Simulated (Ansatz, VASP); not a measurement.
One calculation of Pd, two programs

Contents of INCAR:

```
SYSTEM = Pd
PREC = Accurate
ENCUT = 600
EDIFF = 1E-6
ISMEAR = -1
SIGMA = 0.05
LREAL = .FALSE.
LASPH = .TRUE.
NELM = 60
ALGO = Normal
ISIF = 3
LWAVE = .FALSE.
LCHARG = .FALSE.
GGA = PE
IBRION = 2
NSW = 60
EDIFFG = -0.005
```

KPOINTS

```
Automatic mesh
0
G
  18 18 18
  0 0 0
```

POSCAR

```
Pd
1.0
    0.0000000000      1.9734833199      1.9734833199
    1.9734833199      0.0000000000      1.9734833199
    1.9734833199      1.9734833199      0.0000000000
Pd
1
Direct
    0.0000000000      0.0000000000      0.0000000000
```

Input for Ansatz:

```yaml
crystal:
  lattice:
    - [0.0, 1.9734833199, 1.9734833199]
    - [1.9734833199, 0.0, 1.9734833199]
    - [1.9734833199, 1.9734833199, 0.0]
  atoms:
    - { symbol: Pd, position: [0.0, 0.0, 0.0] }
kpoints:
  mp_grid: { grid: [18, 18, 18] }
scf:
  occupations: { method: fermi_dirac, width: 0.05 }
hamiltonian:
  xc: pbe
  pseudopotentials: { kind: paw }
output:
  forces: true
  stress: true
  write_density: true
  write_potential: true
  elf: true
  volumetric_format: npy
relax:
  f_tol: 0.005
  max_steps: 40
  cell: {}
```

Alike in both runs: task relaxation of cell and atoms; functional PBE; k mesh 18 × 18 × 18; occupations fermi-dirac, width 0.05 eV; no spin polarisation.

```csv
,VASP,Ansatz
version,VASP 6.6.1,Ansatz 0.2.0
potentials or method,"VASP PAW PBE potentials, release 64 (Pd)","PAW with Ansatz's default frozen-core files, scalar-relativistic"
plane-wave cutoff (eV),600,420
valence electrons in the cell,10,18
```

Ansatz gave:

| Quantity | Value |
| --- | --- |
| relaxed volume (Å³/atom) | 15.32 |
| relaxed cell length with the largest relative difference (Å) | 2.788 |

Q: Estimate VASP's values.

A: Relaxed volume (Å³/atom): 15.29; relaxed cell length with the largest relative difference (Å): 2.786.

VASP's potentials hold 10 valence electrons a cell and Ansatz's 18, so a difference there can come from the potentials and not from the codes.
